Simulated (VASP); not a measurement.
# ZnO (Fm-3m) in VASP: single point with r2SCAN

Aim: the single point of ZnO with r2SCAN.

All numbers are computed with VASP 6.6.1; they aren't measurements. Logs are shortened: lines on timing, memory, paths and dates and some standing lists are left out, and cuts for length are marked.

### Step 1. The cell of the first run

It takes space group Fm-3m (No. 225, cubic). Conventional cell: a = 4.265 Å, b = 4.265 Å, c = 4.265 Å, α = 90.00°, β = 90.00°, γ = 90.00°. Within 2.8 Å of Zn (site symmetry m-3m) lie 6 O at 2.13 Å. O (site symmetry m-3m) has 6 Zn at 2.13 Å within 2.8 Å.

### Step 2. Single point, r2SCAN

POSCAR

```
ZnO
1.0
    0.0000000000      2.1324317144      2.1324317144
    2.1324317144      0.0000000000      2.1324317144
    2.1324317144      2.1324317144      0.0000000000
Zn O
1 1
Direct
    0.0000000000      0.0000000000      0.0000000000
    0.5000000000      0.5000000000      0.5000000000
```

INCAR.step1

```
  PREC = Accurate
  ENCUT = 1480
  ISMEAR = 0
  SIGMA = 0.1
  LREAL = False
  LASPH = True
  NELM = 120
  NBANDS = 16
  GGA = PE
  ALGO = Normal
  EDIFF = 1E-5
  LWAVE = True
  LCHARG = False
  GGA_COMPAT = False
```

INCAR.step2

```
  PREC = Accurate
  ENCUT = 1480
  EDIFF = 1E-6
  ISMEAR = 0
  SIGMA = 0.1
  LREAL = False
  LASPH = True
  NELM = 120
  ALGO = Normal
  ISIF = 2
  LWAVE = False
  LCHARG = False
  METAGGA = R2SCAN
  LMIXTAU = True
  NBANDS = 16
  ISTART = 1
  GGA_COMPAT = False
```

KPOINTS

```
regular mesh
0
Gamma
  8 8 8
```

Potentials or basis: VASP PAW PBE potentials, release 64 (Zn, O_h).

The run is started by

```
$ cat potpaw_PBE.64/Zn/POTCAR potpaw_PBE.64/O_h/POTCAR > POTCAR
$ cp INCAR.step1 INCAR
$ mpirun -np 1 vasp_std > vasp.out
$ cp INCAR.step2 INCAR
$ mpirun -np 1 vasp_std > vasp.out
```

OUTCAR:

```text
PREC = Accurate
   ENCUT = 1480
   EDIFF = 1E-6
   ISMEAR = 0
   LREAL = False
   LASPH = True
   NELM = 120
   ISIF = 2
   METAGGA = R2SCAN
   ISTART = 1

 ion  position               nearest neighbor table
   1  0.000  0.000  0.000-   2 2.13   2 2.13   2 2.13   2 2.13   2 2.13   2 2.13
   2  0.500  0.500  0.500-   1 2.13   1 2.13   1 2.13   1 2.13   1 2.13   1 2.13

  LATTYP: Found a face centered cubic cell.
 ALAT       =     4.2648634288

  Lattice vectors:

 A1 = (   0.0000000000,   2.1324317144,   2.1324317144)
 A2 = (   2.1324317144,   0.0000000000,   2.1324317144)
 A3 = (   2.1324317144,   2.1324317144,   0.0000000000)

Analysis of symmetry for initial positions (statically):
=====================================================================
 Subroutine PRICEL returns:
 Original cell was already a primitive cell.

 Routine SETGRP: Setting up the symmetry group for a
 face centered cubic supercell.

 Subroutine GETGRP returns: Found 48 space group operations
 (whereof 48 operations were pure point group operations)
 out of a pool of 48 trial point group operations.

The static configuration has the point symmetry O_h .

Analysis of symmetry for dynamics (positions and initial velocities):
=====================================================================
 Subroutine PRICEL returns:
 Original cell was already a primitive cell.

 Routine SETGRP: Setting up the symmetry group for a
 face centered cubic supercell.

 Subroutine GETGRP returns: Found 48 space group operations
 (whereof 48 operations were pure point group operations)
 out of a pool of 48 trial point group operations.

The dynamic configuration has the point symmetry O_h .

 Subroutine INISYM returns: Found 48 space group operations
 (whereof 48 operations are pure point group operations),
 and found     1 'primitive' translations

----------------------------------------------------------------------------------------

                                     Primitive cell

  volume of cell :      19.3935

  direct lattice vectors                    reciprocal lattice vectors
     0.000000000  2.132431714  2.132431714    -0.234474097  0.234474097  0.234474097
     2.132431714  0.000000000  2.132431714     0.234474097 -0.234474097  0.234474097
     2.132431714  2.132431714  0.000000000     0.234474097  0.234474097 -0.234474097

  length of vectors
     3.015713851  3.015713851  3.015713851     0.406121049  0.406121049  0.406121049

  position of ions in fractional coordinates (direct lattice)
[... 75 lines left out ...]
   LSORBIT =      F    spin-orbit coupling
   LASPH  =      T    aspherical Exc in radial PAW
   ENCUT  = 1480.0 eV 108.78 Ry   10.43 a.u.   9.46  9.46  9.46*2*pi/ulx,y,z
   NELM   =    120;   NELMIN=  2; NELMDL=  0     # of ELM steps
   EDIFF  = 0.1E-05   stopping-criterion for ELM
   LREAL  =      F    real-space projection
   EDIFFG = 0.1E-04   stopping-criterion for IOM
   NSW    =      0    number of steps for IOM
   IBRION =     -1    ionic relax: 0-MD 1-quasi-New 2-CG
   NFREE  =      0    steps in history (QN), initial steepest desc. (CG)
   ISIF   =      2    stress and relaxation
   ISYM   =      2    0-nonsym 1-usesym 2-fastsym
   POTIM  = 0.5000    time-step for ionic-motion
   TEBEG  =    0.0;   TEEND  =   0.0 temperature during run
   PSTRESS=    0.0 pullay stress
   NELECT =      18.0000    total number of electrons
   NUPDOWN=      -1.0000    fix difference up-down
   EMIN   =  10.00;   EMAX   =-10.00  energy-range for DOS
   EFERMI =   0.00;   METHOD = LEGACY
   ISMEAR =     0;   SIGMA  =   0.10  broadening in eV -4-tet -1-fermi 0-gaus
   EFERMI_NEDOS =   21; number of points for ismear=-14 and -15
   IALGO  =     38    algorithm
   IMIX   =      4    mixing-type and parameters
     AMIX     =   0.40;   BMIX     =  1.00
     AMIX_MAG =   1.60;   BMIX_MAG =  1.00
  volume/ion in A,a.u.               =       9.70        65.44
  Fermi-wavevector in a.u.,A,eV,Ry     =   1.596910  3.017723 34.696525  2.550123
  Thomas-Fermi vector in A             =   2.694599
   LORBIT       =      0    0 simple, 1 ext, 2 COOP (PROOUT), +10 PAW based schemes
   METAGGA = R2SCAN    functional components
   LHFCALC =     F    Hartree Fock is set to
   AEXX    =    0.0000 exact exchange contribution
   IVDW    =     0    specifies the selected vdW correction
   LEPSILON=     F    determine dielectric tensor
   LRPA    =     F    only Hartree local field effects (RPA)
 non-spin polarized calculation
 Gauss-broadening in eV      SIGMA  =   0.10
  energy-cutoff  :     1480.00
  volume of cell :       19.39
 maximum number of plane-waves:      2541
 NGX is ok and might be reduce to    40
   NGX = 19   NGY = 19   NGZ = 19

 number of electron      18.0000000 magnetization

 Free energy of the ion-electron system (eV)
  ---------------------------------------------------
  ext. energy  EPLUGINS =         0.00000000
  ---------------------------------------------------
  free energy    TOTEN  =       -17.96606576 eV

  energy without entropy =      -17.96606576  energy(sigma->0) =      -17.96606576

 E-fermi :   3.3786     XC(G=0): -13.1419

 val. band max:        2.8671452365   @ k =   0.5000   0.0000   0.0000
 cond. band min:       4.4271097944   @ k =   0.0000   0.0000   0.0000
 fundamental gap:      1.5599645579
 Fermi energy:         3.3786207904

 k-point     1 :       0.0000    0.0000    0.0000
  band No.  band energies     occupation
      1     -16.7571      2.00000
      2      -2.0466      2.00000
      3      -2.0466      2.00000
      4      -2.0466      2.00000
      5      -1.8571      2.00000
      6      -1.8571      2.00000
[... 433 lines left out ...]
      3      -2.9604      2.00000
      4      -2.8920      2.00000
      5      -1.6537      2.00000
      6      -1.6233      2.00000
[... 8 lines left out ...]
     15      25.6699      0.00000
     16      30.4312      0.00000

 [... further k-points ...]
[... 5 lines left out ...]
  --------------------------------------------------------------------------------------
  -------------------------------------------------------------------------------------
  Total        0.1952127      0.1952127      0.1952127     -0.0000000      0.0000000      0.0000000
  in kB       16.1273608     16.1273608     16.1273608     -0.0000000      0.0000000      0.0000000
  external PRESSURE =      16.1273608 kB  Pullay stress =       0.0000000 kB

 VOLUME and BASIS-vectors are now :
 -----------------------------------------------------------------------------
  energy-cutoff  :     1480.00
  volume of cell :       19.39
      direct lattice vectors                 reciprocal lattice vectors
     0.000000000  2.132431714  2.132431714    -0.234474097  0.234474097  0.234474097
     2.132431714  0.000000000  2.132431714     0.234474097 -0.234474097  0.234474097
     2.132431714  2.132431714  0.000000000     0.234474097  0.234474097 -0.234474097

 POSITION                                       TOTAL-FORCE (eV/Angst)
 -----------------------------------------------------------------------------------
      0.00000      0.00000      0.00000        -0.000000      0.000000      0.000000
      2.13243      2.13243      2.13243         0.000000     -0.000000     -0.000000
 -----------------------------------------------------------------------------------
    total drift:                                0.000000     -0.000000     -0.000000

  FREE ENERGIE OF THE ION-ELECTRON SYSTEM (eV)
  ---------------------------------------------------
  free  energy   TOTEN  =       -17.9660657561 eV

  energy  without entropy=      -17.9660657561  energy(sigma->0) =      -17.96606576
```

OSZICAR.step1:

```text
N       E                     dE             d eps       ncg     rms          rms(c)
DAV:   1     0.170235867973E+03    0.17024E+03   -0.17837E+04   944   0.353E+03
DAV:   2     0.490363815739E+01   -0.16533E+03   -0.14875E+03  1056   0.518E+02
DAV:   3    -0.991729244374E+01   -0.14821E+02   -0.14586E+02  1056   0.124E+02
DAV:   4    -0.100874987389E+02   -0.17021E+00   -0.17005E+00  1088   0.138E+01
DAV:   5    -0.100880782072E+02   -0.57947E-03   -0.57947E-03  1128   0.869E-01    0.965E+00
DAV:   6    -0.863289439879E+01    0.14552E+01   -0.27209E+00  1456   0.493E+01    0.651E+00
DAV:   7    -0.862562450230E+01    0.72699E-02   -0.44968E-01  1088   0.115E+01    0.363E+00
DAV:   8    -0.861205002720E+01    0.13574E-01   -0.72921E-02   960   0.285E+00    0.591E-01
DAV:   9    -0.860999008283E+01    0.20599E-02   -0.47797E-03  1456   0.117E+00    0.102E-01
DAV:  10    -0.861007832645E+01   -0.88244E-04   -0.10476E-03   952   0.319E-01    0.549E-02
DAV:  11    -0.861009777274E+01   -0.19446E-04   -0.40043E-05  1040   0.994E-02    0.121E-02
DAV:  12    -0.861009712551E+01    0.64724E-06   -0.20425E-06   496   0.216E-02
   1 F= -.86100971E+01 E0= -.86100971E+01  d E =-.488694E-12
```

It took 3 min on 1 thread of Intel Xeon Platinum 8259CL at 2.50GHz (Skylake/Cascade Lake), shared host; peak memory 0.29 GiB.

Results:

- Free energy: -17.9661 eV
- Pressure: 1.6 GPa
- Band gap on the k mesh: 1.56 eV (least direct gap 3.00 eV)

Caveat: the PAW data sets were made with another functional, which shifts forces and pressure a little.
